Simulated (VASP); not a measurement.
Runs of VASP 6.6.1 on W. The structure is that of space group Fm-3m (No. 225), or close to it. The cells are those of the table. This isn't the form of W at room conditions, which is bcc.

```csv
task,level,potentials or basis,cell,cutoff (eV),gap on the mesh (eV),pressure (GPa)
electric field gradients,r2SCAN,"VASP PAW PBE potentials, release 64 (W_sv)","a = 2.909 Å, angles 60.0°, 1 atom",440,none,-17.5
single point,r2SCAN,"VASP PAW PBE potentials, release 64 (W_sv)","a = 2.871 Å, angles 60.0°, 1 atom",550,none,-7.9
single point,RPBE+D3(BJ),"VASP PAW PBE potentials, release 64 (W_sv)","a = 2.871 Å, angles 60.0°, 1 atom",500,none,-44.4
electric field gradients,LDA,"VASP PAW LDA potentials, release 64 (W_sv)","a = 2.832 Å, angles 60.0°, 1 atom",400,none,(a)
single point,r2SCAN,"VASP PAW PBE potentials, release 64 (W_sv)","a = 2.909 Å, angles 60.0°, 1 atom",550,none,-17.5
```

Alike in all rows: no spin polarisation; k mesh 14 × 14 × 14; smearing fermi-dirac 0.05 eV.

Estimate the missing entries.

(a) -5.4.

Caveats: the cell stands under tension; spin-orbit coupling is left out, which moves the levels of the heavy elements; the PAW data sets were made with another functional, which shifts forces and pressure a little (at least some runs); the dispersion term is far too large for a dense solid, which distorts pressure and volume (at least some runs).

A k mesh can miss the band edges, and the runs leave out spin-orbit coupling on W.

A gap of «none» marks levels without a gap at the run's occupations.
